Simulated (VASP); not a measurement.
# Lu (P6_3/mmc) in VASP: single point with PBE

Aim: the single point of Lu with PBE.

All numbers are computed with VASP 6.6.1; they aren't measurements. Logs are shortened: lines on timing, memory, paths and dates and some standing lists are left out, and cuts for length are marked.

## 1. The cell of the first run

The structure is hexagonal, space group P6_3/mmc (No. 194). Conventional cell: a = 3.496 Å, b = 3.496 Å, c = 5.478 Å, α = 90.00°, β = 90.00°, γ = 120.00°. Lu (site symmetry -6m2) has 12 Lu at 3.40 to 3.50 Å within 4.5 Å.

## 2. Single point, PBE, non-collinear spin, zero start, spin-orbit coupling

File INCAR:

```
SYSTEM = Lu
PREC = Accurate
ENCUT = 520
EDIFF = 1E-7
ISMEAR = -1
SIGMA = 0.1
LREAL = .False.
LASPH = .True.
NELM = 150
ALGO = Normal
ISIF = 2
LWAVE = .False.
LCHARG = .False.
LNONCOLLINEAR = .True.
MAGMOM = 0 0 0 0 0 0
LORBIT = 11
LSORBIT = .True.
GGA_COMPAT = .False.
LORBMOM = .True.
GGA = PE
NBANDS = 62
```

File KPOINTS:

```
Automatic mesh
0
Gamma
  9 9 5
  0 0 0
```

File POSCAR:

```
Lu
1.0
    1.7482236254      3.0280121422      0.0000000000
   -1.7482236254      3.0280121422      0.0000000000
    0.0000000000      0.0000000000      5.4783925279
Lu
2
Direct
    0.3333333333      0.3333333333      0.2500000000
    0.6666666667      0.6666666667      0.7500000000
```

Potentials or basis: VASP PAW PBE potentials, release 64 (Lu).

On the command line:

```
> cat potpaw_PBE.64/Lu/POTCAR > POTCAR
> mpirun -np 1 vasp_ncl > vasp.out
```

OUTCAR:

```text
SYSTEM = Lu
   PREC = Accurate
   ENCUT = 520
   EDIFF = 1E-7
   ISMEAR = -1
   LREAL = .False.
   LASPH = .True.
   NELM = 150
   ISIF = 2
   LNONCOLLINEAR = .True.
   LORBIT = 11
   LSORBIT = .True.
   GGA = PE

 ion  position               nearest neighbor table
   1  0.333  0.333  0.250-   2 3.40   2 3.40   2 3.40   2 3.40   2 3.40   2 3.40
   2  0.667  0.667  0.750-   1 3.40   1 3.40   1 3.40   1 3.40   1 3.40   1 3.40

  LATTYP: Found a hexagonal cell.
 ALAT       =     3.4964472508
 C/A-ratio  =     1.5668454677

  Lattice vectors:

 A1 = (   1.7482236254,  -3.0280121422,   0.0000000000)
 A2 = (   1.7482236254,   3.0280121422,   0.0000000000)
 A3 = (   0.0000000000,   0.0000000000,   5.4783925279)

Analysis of symmetry for initial positions (statically):
=====================================================================
 Subroutine PRICEL returns:
 Original cell was already a primitive cell.

 Routine SETGRP: Setting up the symmetry group for a
 hexagonal supercell.

 Subroutine GETGRP returns: Found 24 space group operations
 (whereof 12 operations were pure point group operations)
 out of a pool of 24 trial point group operations.

The static configuration has the point symmetry D_3d.
 The point group associated with its full space group is D_6h.

Analysis of symmetry for dynamics (positions and initial velocities):
=====================================================================
 Subroutine PRICEL returns:
 Original cell was already a primitive cell.

 Routine SETGRP: Setting up the symmetry group for a
 hexagonal supercell.

 Subroutine GETGRP returns: Found 24 space group operations
 (whereof 12 operations were pure point group operations)
 out of a pool of 24 trial point group operations.

The dynamic configuration has the point symmetry D_3d.
 The point group associated with its full space group is D_6h.

Analysis of structural, dynamic, and magnetic symmetry:
=====================================================================
 Subroutine PRICEL returns:
 Original cell was already a primitive cell.

[... 1752 lines left out ...]
      0.00000      4.03735      4.10879        -0.000000      0.000000      0.000000
 -----------------------------------------------------------------------------------
    total drift:                               -0.000000      0.000000      0.000000

  FREE ENERGIE OF THE ION-ELECTRON SYSTEM (eV)
  ---------------------------------------------------
  free  energy   TOTEN  =       -10.5478260137 eV

  energy  without entropy=      -10.4401484227  energy(sigma->0) =      -10.49398722

 orbital moment (x)

 # of ion     p       d       f       tot
 ------------------------------------------------
  1         0.000  -0.000  -0.000  -0.000
  2        -0.000  -0.000  -0.000  -0.000
 ------------------------------------------------
           -0.000  -0.000  -0.000  -0.000

 orbital moment (y)

 # of ion     p       d       f       tot
 ------------------------------------------------
  1        -0.000   0.000   0.000   0.000
  2        -0.000   0.000   0.000   0.000
 ------------------------------------------------
           -0.000   0.000   0.000   0.000

 orbital moment (z)

 # of ion     p       d       f       tot
 ------------------------------------------------
  1         0.000   0.000   0.000   0.000
  2         0.000   0.000  -0.000   0.000
 ------------------------------------------------
            0.000   0.000  -0.000   0.000

 Spin-Orbit-Coupling matrix elements

 Ion:    1  E_soc:     -1.4386693
 l=   1
     0.0000000    -0.2316390    -0.2315296
    -0.2316390     0.0000000    -0.2316390
    -0.2315296    -0.2316390     0.0000000
 l=   2
     0.0000000    -0.0003858     0.0000000    -0.0003858    -0.0016390
    -0.0003858     0.0000000    -0.0015020    -0.0004437    -0.0003858
     0.0000000    -0.0015020     0.0000000    -0.0015020     0.0000000
    -0.0003858    -0.0004437    -0.0015020     0.0000000    -0.0003858
    -0.0016390    -0.0003858     0.0000000    -0.0003858     0.0000000
 l=   3
     0.0000000    -0.0006285     0.0000000     0.0000000     0.0000000    -0.0006285    -0.0038074
    -0.0006285     0.0000000    -0.0010667     0.0000000    -0.0010667    -0.0016834    -0.0006360
     0.0000000    -0.0010667     0.0000000    -0.0025920    -0.0004268    -0.0010667     0.0000000
     0.0000000     0.0000000    -0.0025920     0.0000000    -0.0025920     0.0000000     0.0000000
     0.0000000    -0.0010667    -0.0004268    -0.0025920     0.0000000    -0.0010667     0.0000000
    -0.0006285    -0.0016834    -0.0010667     0.0000000    -0.0010667     0.0000000    -0.0006360
    -0.0038074    -0.0006360     0.0000000     0.0000000     0.0000000    -0.0006360     0.0000000

 Ion:    2  E_soc:     -1.4386693
 l=   1
     0.0000000    -0.2316390    -0.2315296
    -0.2316390     0.0000000    -0.2316390
    -0.2315296    -0.2316390     0.0000000
 l=   2
     0.0000000    -0.0003858     0.0000000    -0.0003858    -0.0016390
    -0.0003858     0.0000000    -0.0015020    -0.0004437    -0.0003858
     0.0000000    -0.0015020     0.0000000    -0.0015020     0.0000000
    -0.0003858    -0.0004437    -0.0015020     0.0000000    -0.0003858
    -0.0016390    -0.0003858     0.0000000    -0.0003858     0.0000000
 l=   3
     0.0000000    -0.0006285     0.0000000     0.0000000     0.0000000    -0.0006285    -0.0038074
    -0.0006285     0.0000000    -0.0010667     0.0000000    -0.0010667    -0.0016834    -0.0006360
     0.0000000    -0.0010667     0.0000000    -0.0025920    -0.0004268    -0.0010667     0.0000000
     0.0000000     0.0000000    -0.0025920     0.0000000    -0.0025920     0.0000000     0.0000000
     0.0000000    -0.0010667    -0.0004268    -0.0025920     0.0000000    -0.0010667     0.0000000
    -0.0006285    -0.0016834    -0.0010667     0.0000000    -0.0010667     0.0000000    -0.0006360
    -0.0038074    -0.0006360     0.0000000     0.0000000     0.0000000    -0.0006360     0.0000000

 total charge

# of ion       s       p       d       f       tot
--------------------------------------------------
    1        2.355   6.054   0.788  13.952  23.150
    2        2.355   6.054   0.788  13.952  23.150
--------------------------------------------------
tot          4.710  12.108   1.577  27.905  46.300

 magnetization (x)

# of ion       s       p       d       f       tot
--------------------------------------------------
    1        0.000  -0.000   0.000   0.000   0.000
    2        0.000   0.000  -0.000   0.000  -0.000
--------------------------------------------------
tot          0.000  -0.000   0.000   0.000   0.000

 magnetization (y)

# of ion       s       p       d       f       tot
--------------------------------------------------
    1        0.000   0.000   0.000   0.000   0.000
    2        0.000   0.000   0.000   0.000   0.000
--------------------------------------------------
tot          0.000   0.000   0.000   0.000   0.000

 magnetization (z)

# of ion       s       p       d       f       tot
--------------------------------------------------
    1        0.000   0.000   0.000   0.000   0.000
    2        0.000   0.000   0.000   0.000   0.000
--------------------------------------------------
tot          0.000   0.000   0.000   0.000   0.000
```

OSZICAR:

```text
N       E                     dE             d eps       ncg     rms          rms(c)
DAV:   1     0.562894299445E+03    0.56289E+03   -0.14959E+04  6298   0.526E+03
DAV:   2     0.847583781493E+02   -0.47814E+03   -0.44606E+03  5928   0.111E+03
DAV:   3     0.362059614532E+01   -0.81138E+02   -0.78741E+02  4500   0.267E+02
DAV:   4    -0.976003211074E+01   -0.13381E+02   -0.13150E+02  6190   0.802E+01
DAV:   5    -0.107053584914E+02   -0.94533E+00   -0.93610E+00  7082   0.188E+01    0.550E+00
DAV:   6    -0.105791930269E+02    0.12617E+00   -0.93673E-01  6688   0.106E+01    0.218E+00
DAV:   7    -0.105518440596E+02    0.27349E-01   -0.13366E-01  6548   0.235E+00    0.601E-01
DAV:   8    -0.105476065989E+02    0.42375E-02   -0.20729E-02  7140   0.100E+00    0.248E-01
DAV:   9    -0.105476599733E+02   -0.53374E-04   -0.75716E-04  7320   0.181E-01    0.135E-01
DAV:  10    -0.105478239005E+02   -0.16393E-03   -0.10021E-03  5572   0.221E-01    0.733E-02
DAV:  11    -0.105478285586E+02   -0.46581E-05   -0.12501E-04  6496   0.795E-02    0.154E-02
DAV:  12    -0.105478272059E+02    0.13527E-05   -0.10928E-05  5866   0.299E-02    0.128E-02
DAV:  13    -0.105478266405E+02    0.56540E-06   -0.23572E-06  6272   0.141E-02    0.479E-03
DAV:  14    -0.105478262836E+02    0.35693E-06   -0.16841E-07  3890   0.437E-03    0.186E-03
DAV:  15    -0.105478260154E+02    0.26820E-06   -0.79369E-08  3296   0.314E-03    0.219E-04
DAV:  16    -0.105478260137E+02    0.16953E-08   -0.18630E-08  2906   0.148E-03
   1 F= -.10547826E+02 E0= -.10493987E+02  d E =-.107678E+00  mag=    -0.0000    -0.0000     0.0000
```

stdout:

```text
POSCAR found type information on POSCAR Lu
 POSCAR found :  1 types and       2 ions
 scaLAPACK will be used
 LDA part: xc-table for (Slater+PW92), standard interpolation
 POSCAR, INCAR and KPOINTS ok, starting setup
 FFT: planning ... GRIDC
 FFT: planning ... GRID_SOFT
 FFT: planning ... GRID
 WAVECAR not read
 entering main loop
```

Wall time 4.9 min (1 thread of Intel Xeon Platinum 8375C at 2.90GHz (Ice Lake), shared host); peak memory 0.42 GiB.

What came out:

```
Free energy                                           : -10.5478 eV
Pressure                                              : 0.1 GPa
Net moment                                            : 0.00 μB per cell
Valence electrons inside the program's atomic spheres : Lu 23.15
```

Moments on the atoms (μB; x, y, z):
```
Lu  0.00 0.00 0.00
Lu  0.00 0.00 0.00
```
